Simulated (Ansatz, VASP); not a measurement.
**AgCl: VASP beside Ansatz**

Contents of INCAR:

```
  PREC = Accurate
  ENCUT = 520
  EDIFF = 1E-6
  ISMEAR = 0
  SIGMA = 0.05
  LREAL = False
  LASPH = True
  NELM = 80
  ALGO = Normal
  ISIF = 2
  LWAVE = False
  LCHARG = False
  GGA = PE
  NBANDS = 16
```

KPOINTS

```
regular mesh
0
Gamma
  8 8 8
```

Contents of POSCAR:

```
AgCl
1.0
    0.0000000000      2.8481131936      2.8481131936
    2.8060228508      0.0420903428      2.8060228508
    2.8060228508      2.8060228508      0.0420903428
Ag Cl
1 1
Direct
    0.5000000000      0.5000000000      0.5000000000
    0.0000000000      0.0000000000      0.0000000000
```

Input for Ansatz:

```yaml
crystal:
  lattice:
    - [0.0, 2.8481131936, 2.8481131936]
    - [2.8060228508, 0.0420903428, 2.8060228508]
    - [2.8060228508, 2.8060228508, 0.0420903428]
  atoms:
    - { symbol: Ag, position: [0.5, 0.5, 0.5] }
    - { symbol: Cl, position: [0.0, 0.0, 0.0] }
basis:
  ecutwfc: 420
kpoints:
  mp_grid: { grid: [8, 8, 8] }
hamiltonian:
  xc: pbe
scf:
  occupations: { method: gaussian, width: 0.05 }
output:
  forces: true
  stress: true
  eigenvalues: true
```

Change from the starting cell: strain +0.0300 x Voigt [0, 0, 0, 1, 0, 0], atoms carried along.

Alike in both runs: task single point; functional PBE; k mesh 8 × 8 × 8; occupations gaussian, width 0.05 eV; no spin polarisation.

|  | VASP | Ansatz |
| --- | --- | --- |
| version | VASP 6.6.1 | Ansatz 0.2.0 |
| potentials or method | VASP PAW PBE potentials, release 64 (Ag, Cl), cutoff 520 eV | scalar-relativistic, plane waves, PAW |
| valence electrons in the cell | 18 | 26 |

Ansatz gave:

| Item | Value |
| --- | --- |
| gap on the k mesh at the Fermi level (eV) | 0.90 |
| least direct gap on the mesh (eV) | 3.03 |
| pressure (GPa) | 0.0 |
| traceless stress, the component that is largest in VASP (GPa) | -0.19 |

Estimate VASP's values.

gap on the k mesh at the Fermi level (eV): 0.89; least direct gap on the mesh (eV): 3.03; pressure (GPa): -0.1; traceless stress, the component that is largest in VASP (GPa): -0.19.

The functional is the same, so the differences come from potentials, cutoffs and numerics. VASP's potentials hold 18 valence electrons a cell and Ansatz's 26, so a difference there can come from the potentials and not from the codes.
